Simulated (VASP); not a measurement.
# TiH6 (Pm-3m) in VASP: a series of runs, part 2 of 2

VASP 6.6.1. Earlier steps stand in the parts before.

### Step 5. Relaxation of cell and atoms, PBE

This run uses another cell than the first one, of 5.00 Å³/atom, 1.007 times its volume.

Contents of INCAR:

```
SYSTEM = TiH6
PREC = Accurate ; ENCUT = 600
EDIFF = 1E-7 ; ISMEAR = 0
SIGMA = 0.1 ; LREAL = .False.
LASPH = .True. ; NELM = 100
ALGO = Normal ; ISIF = 3
LWAVE = .False. ; LCHARG = .False.
GGA = PE ; IBRION = 2
NSW = 90 ; EDIFFG = -0.04
```

Contents of KPOINTS:

```
Automatic mesh
0
Gamma
  6 6 6
  0 0 0
```

Contents of POSCAR:

```
TiH6
1.0
    3.2719538955      0.0000000000      0.0000000000
    0.0000000000      3.2719538955      0.0000000000
    0.0000000000      0.0000000000      3.2719538955
Ti H
1 6
Direct
    0.0000000000      0.0000000000      0.0000000000
    0.5000000000      0.5000000000      0.1433168421
    0.5000000000      0.5000000000      0.8566831579
    0.1433168421      0.5000000000      0.5000000000
    0.8566831579      0.5000000000      0.5000000000
    0.5000000000      0.1433168421      0.5000000000
    0.5000000000      0.8566831579      0.5000000000
```

Potentials or basis: VASP PAW PBE potentials, release 64 (Ti_sv, H).

On the command line:

```
$ cat potpaw_PBE.64/Ti_sv/POTCAR potpaw_PBE.64/H/POTCAR > POTCAR
$ mpirun -np 1 vasp_std > vasp.out
```

OUTCAR:

```text
SYSTEM = TiH6
   PREC = Accurate
   ENCUT = 600
   EDIFF = 1E-7
   ISMEAR = 0
   LREAL = .False.
   LASPH = .True.
   NELM = 100
   ISIF = 3
   GGA = PE
   IBRION = 2
   NSW = 90
   EDIFFG = -0.04

 ion  position               nearest neighbor table
   1  0.000  0.000  0.000-
   2  0.500  0.500  0.143-
   3  0.500  0.500  0.857-
   4  0.143  0.500  0.500-
   5  0.857  0.500  0.500-
   6  0.500  0.143  0.500-
   7  0.500  0.857  0.500-

  LATTYP: Found a simple cubic cell.
 ALAT       =     3.2719538955

  Lattice vectors:

 A1 = (   3.2719538955,   0.0000000000,   0.0000000000)
 A2 = (   0.0000000000,   3.2719538955,   0.0000000000)
 A3 = (   0.0000000000,   0.0000000000,   3.2719538955)

Analysis of symmetry for initial positions (statically):
=====================================================================
 Subroutine PRICEL returns:
 Original cell was already a primitive cell.

[... 196 lines left out ...]
     12       8.0078      0.00000
     13       8.2119      0.00000
[... 290 lines left out ...]
  band No.  band energies     occupation
      1     -50.6479      2.00000
      2     -27.0302      2.00000
      3     -27.0302      2.00000
      4     -27.0302      2.00000
      5      -2.3328      2.00000
      6      -2.3328      2.00000
      7      -2.3328      2.00000
      8       1.1253      2.00000
      9       8.5562      0.00000
     10       8.5562      0.00000
     11       8.5562      0.00000
     12       8.7034      0.00000
     13       8.7034      0.00000

------------------------ aborting loop because EDIFF is reached ----------------------------------------

  FORCE on cell =-STRESS in cart. coord.  units (eV):
  Direction    XX          YY          ZZ          XY          YZ          ZX
  --------------------------------------------------------------------------------------
  -------------------------------------------------------------------------------------
  Total       -0.0274325     -0.0274325     -0.0274325     -0.0000000     -0.0000000      0.0000000
  in kB       -1.2547414     -1.2547414     -1.2547414     -0.0000000     -0.0000000      0.0000000
  external PRESSURE =      -1.2547414 kB  Pullay stress =       0.0000000 kB

 VOLUME and BASIS-vectors are now :
 -----------------------------------------------------------------------------
  energy-cutoff  :      600.00
  volume of cell :       35.03
      direct lattice vectors                 reciprocal lattice vectors
     3.271953895  0.000000000  0.000000000     0.305627778  0.000000000  0.000000000
     0.000000000  3.271953895  0.000000000     0.000000000  0.305627778  0.000000000
     0.000000000  0.000000000  3.271953895     0.000000000  0.000000000  0.305627778

 POSITION                                       TOTAL-FORCE (eV/Angst)
 -----------------------------------------------------------------------------------
      0.00000      0.00000      0.00000         0.000000     -0.000000      0.000000
      1.63598      1.63598      0.46893         0.000000     -0.000000      0.026642
      1.63598      1.63598      2.80303        -0.000000     -0.000000     -0.026642
      0.46893      1.63598      1.63598         0.026642     -0.000000     -0.000000
      2.80303      1.63598      1.63598        -0.026642     -0.000000      0.000000
      1.63598      0.46893      1.63598        -0.000000      0.026642     -0.000000
      1.63598      2.80303      1.63598         0.000000     -0.026642      0.000000
 -----------------------------------------------------------------------------------
    total drift:                               -0.000000     -0.000000     -0.000000

  FREE ENERGIE OF THE ION-ELECTRON SYSTEM (eV)
  ---------------------------------------------------
  free  energy   TOTEN  =       -23.8561727457 eV

  energy  without entropy=      -23.8378407118  energy(sigma->0) =      -23.84700673

 reached required accuracy - stopping structural energy minimisation
```

OSZICAR:

```text
N       E                     dE             d eps       ncg     rms          rms(c)
DAV:   1     0.126726003081E+03    0.12673E+03   -0.98795E+03   520   0.162E+03
DAV:   2    -0.171539317665E+02   -0.14388E+03   -0.14125E+03   535   0.391E+02
DAV:   3    -0.266947928521E+02   -0.95409E+01   -0.90639E+01   843   0.948E+01
DAV:   4    -0.270406524424E+02   -0.34586E+00   -0.32998E+00   670   0.142E+01
DAV:   5    -0.270515854014E+02   -0.10933E-01   -0.10926E-01   783   0.236E+00    0.113E+01
DAV:   6    -0.247693165781E+02    0.22823E+01   -0.34301E+01   763   0.456E+01    0.643E+00
DAV:   7    -0.238985415843E+02    0.87077E+00   -0.72323E+00   676   0.249E+01    0.227E+00
DAV:   8    -0.238585293924E+02    0.40012E-01   -0.20372E-01   593   0.377E+00    0.747E-01
DAV:   9    -0.238561325029E+02    0.23969E-02   -0.20503E-02   715   0.130E+00    0.193E-01
DAV:  10    -0.238561504967E+02   -0.17994E-04   -0.63192E-04   672   0.202E-01    0.988E-02
DAV:  11    -0.238561782010E+02   -0.27704E-04   -0.23731E-04   601   0.185E-01    0.280E-02
DAV:  12    -0.238561728568E+02    0.53442E-05   -0.40515E-05   650   0.769E-02    0.350E-03
DAV:  13    -0.238561728999E+02   -0.43032E-07   -0.12636E-06   665   0.120E-02    0.165E-03
DAV:  14    -0.238561727386E+02    0.16125E-06   -0.28305E-07   534   0.665E-03    0.276E-04
DAV:  15    -0.238561727457E+02   -0.71125E-08   -0.11567E-08   285   0.126E-03
   1 F= -.23856173E+02 E0= -.23847007E+02  d E =-.238562E+02
```

CONTCAR:

```text
TiH6
   1.00000000000000
     3.2719538954999998    0.0000000000000000    0.0000000000000000
     0.0000000000000000    3.2719538954999998    0.0000000000000000
     0.0000000000000000    0.0000000000000000    3.2719538954999998
  Ti              H
     1     6
Direct
     0.0000000000000000    0.0000000000000000    0.0000000000000000
     0.5000000000000000    0.5000000000000000    0.1433168420999991
     0.5000000000000000    0.5000000000000000    0.8566831579000009
     0.1433168420999991    0.5000000000000000    0.5000000000000000
     0.8566831579000009    0.5000000000000000    0.5000000000000000
     0.5000000000000000    0.1433168420999991    0.5000000000000000
     0.5000000000000000    0.8566831579000009    0.5000000000000000

  0.00000000E+00  0.00000000E+00  0.00000000E+00
  0.00000000E+00  0.00000000E+00  0.00000000E+00
  0.00000000E+00  0.00000000E+00  0.00000000E+00
  0.00000000E+00  0.00000000E+00  0.00000000E+00
  0.00000000E+00  0.00000000E+00  0.00000000E+00
  0.00000000E+00  0.00000000E+00  0.00000000E+00
  0.00000000E+00  0.00000000E+00  0.00000000E+00
```

Run time: 7.2 s. Hardware: 1 thread of Intel Xeon 6975P-C (Granite Rapids), shared host; peak memory 0.16 GiB.

What came out:

```
Free energy                  : -23.8562 eV
Pressure after relaxing      : -0.1 GPa
Largest force after relaxing : 0.027 eV/Å
Band gap on the k mesh       : zero (band 9 reaches 8.56 eV, above the bottom of band 10 at 5.87 eV)
```

Forces in eV/Å, atoms in the order of the input:
```
Ti   0.000  0.000  0.000
H    0.000  0.000  0.027
H    0.000  0.000 -0.027
H    0.027  0.000  0.000
H   -0.027  0.000  0.000
H    0.000  0.027  0.000
H    0.000 -0.027  0.000
```

Final structure:
```
Ti H
1.0
     3.27195    0.00000    0.00000
     0.00000    3.27195    0.00000
     0.00000    0.00000    3.27195
Ti H
1 6
Direct
  0.00000 0.00000 0.00000
  0.50000 0.50000 0.14332
  0.50000 0.50000 0.85668
  0.14332 0.50000 0.50000
  0.85668 0.50000 0.50000
  0.50000 0.14332 0.50000
  0.50000 0.85668 0.50000
```

Caveat: the relaxation stopped at its first step, so nothing moved.

### Step 6. The runs side by side

```csv
task,cell,k mesh,cutoff (eV),gap on the mesh (eV),pressure (GPa),largest force (eV/Å)
single point,"a = 3.264 Å, 7 atoms",12 × 12 × 12,520,none,-0.3,-
relaxation of cell and atoms,"relaxed from a = 3.272 Å, 7 atoms",12 × 12 × 12,600,none,-0.1,0.01
single point,"a = 3.272 Å, 7 atoms",6 × 6 × 6,520,none,-0.3,0.03
relaxation of cell and atoms,"relaxed from a = 3.272 Å, 7 atoms",6 × 6 × 6,600,none,-0.1,0.03
```

Alike in all rows: level PBE; potentials or basis VASP PAW PBE potentials, release 64 (Ti_sv, H); no spin polarisation; smearing gaussian 0.1 eV.

Caveats: the relaxation stopped at its first step, so nothing moved (some runs).

Absolute energies hang on the potentials; compare differences alone.
